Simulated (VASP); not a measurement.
Here is a VASP 6.6.1 calculation.

The input INCAR:

```
PREC = Accurate ; ENCUT = 520
EDIFF = 1E-6 ; ISMEAR = -1
SIGMA = 0.05 ; LREAL = F
LASPH = T ; NELM = 60
ALGO = Normal ; ISIF = 2
LWAVE = F ; LCHARG = T
GGA = PS ; LELF = T
LVHAR = T ; NBANDS = 13
```

File KPOINTS:

```
regular mesh
0
Gamma
  14 14 8
```

The input POSCAR:

```
O
1.0
    2.5029894065      0.0000000000      0.0000000000
   -1.2514947032      2.1676524114      0.0000000000
    0.0000000000      0.0000000000      4.0548428385
O
2
Direct
    0.3333333333      0.6666666667      0.2500000000
    0.6666666667      0.3333333333      0.7500000000
```

Potentials or basis: VASP PAW PBE potentials, release 64 (O).

The run is started by

```sh
$ cat potpaw_PBE.64/O/POTCAR > POTCAR
$ mpirun -np 1 vasp_std > vasp.out
```

Q: What does it give for the band gap on the k mesh?

A: Zero (bands 6 and 7 overlap by 2.03 eV).

Q: What does it give for the pressure?

A: -26.6 GPa.

Stress tensor (GPa, compression positive):
```
-24.22   0.00   0.00
  0.00 -24.22   0.00
  0.00   0.00 -31.37
```

Caveat: the stress differs along the axes, from -31 to -24 GPa; the nearest neighbours stand farther apart than a usual bond; the PAW data sets were made with another functional, which shifts forces and pressure a little.
